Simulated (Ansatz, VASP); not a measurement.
One calculation of Ti3Br, two programs

The input INCAR:

```
SYSTEM = Ti3Br
ALGO = Normal ; EDIFF = 1E-6
ENCUT = 520 ; GGA = PE
ISIF = 2 ; ISMEAR = 0
LASPH = .True. ; LCHARG = .False.
LREAL = .False. ; LWAVE = .False.
NBANDS = 30 ; NELM = 60
PREC = Accurate ; SIGMA = 0.1
```

File KPOINTS:

```
k-points
0
Gamma
  6 6 6
  0 0 0
```

The input POSCAR:

```
Ti3Br
1.0
    4.2705493300      2.4656028053      1.0807175770
   -4.2705493300      2.4656028053      1.0807175770
    0.0000000000     -4.9312056105      1.0807175770
Ti Br
3 1
Direct
    0.3640267104      0.3640267104      0.7784939210
    0.3640267104      0.7784939210      0.3640267104
    0.7784939210      0.3640267104      0.3640267104
    0.9926474351      0.9926474351      0.9926474351
```

Input for Ansatz:

```yaml
crystal:
  lattice:
    - [4.27054933, 2.4656028053, 1.080717577]
    - [-4.27054933, 2.4656028053, 1.080717577]
    - [0.0, -4.9312056105, 1.080717577]
  atoms:
    - { symbol: Ti, position: [0.3640267104, 0.3640267104, 0.778493921] }
    - { symbol: Ti, position: [0.3640267104, 0.778493921, 0.3640267104] }
    - { symbol: Ti, position: [0.778493921, 0.3640267104, 0.3640267104] }
    - { symbol: Br, position: [0.9926474351, 0.9926474351, 0.9926474351] }
basis:
  ecutwfc: 420
kpoints:
  mp_grid: { grid: [6, 6, 6] }
hamiltonian:
  xc: pbe
scf:
  occupations: { method: gaussian, width: 0.1 }
  lower_state_search: "off"
output:
  forces: true
  stress: true
  eigenvalues: true
```

Change from the starting cell: the structure that the rattled cell fell into.

Alike in both runs: task single point; functional PBE; k mesh 6 × 6 × 6; occupations gaussian, width 0.1 eV; no spin polarisation.

|  | VASP | Ansatz |
| --- | --- | --- |
| version | VASP 6.6.1 | Ansatz 0.2.0 |
| potentials or method | VASP PAW PBE potentials, release 64 (Ti_sv, Br), cutoff 520 eV | scalar-relativistic, plane waves, PAW |
| valence electrons in the cell | 43 | 43 |

```tsv
	VASP	Ansatz	Ansatz less VASP
gap on the k mesh at the Fermi level (eV)	none	none	-
pressure (GPa)	0.0	0.0	0.00
traceless stress, the component that is largest in VASP (GPa)	-0.21	-0.23	-0.022
rms of the force components (eV/Å)	0.008	0.009	+0.0013
```

Atom by atom the forces differ by 0.003 eV/Å (rms over components). A gap of «none» marks a metal or a gap that the smearing closes.
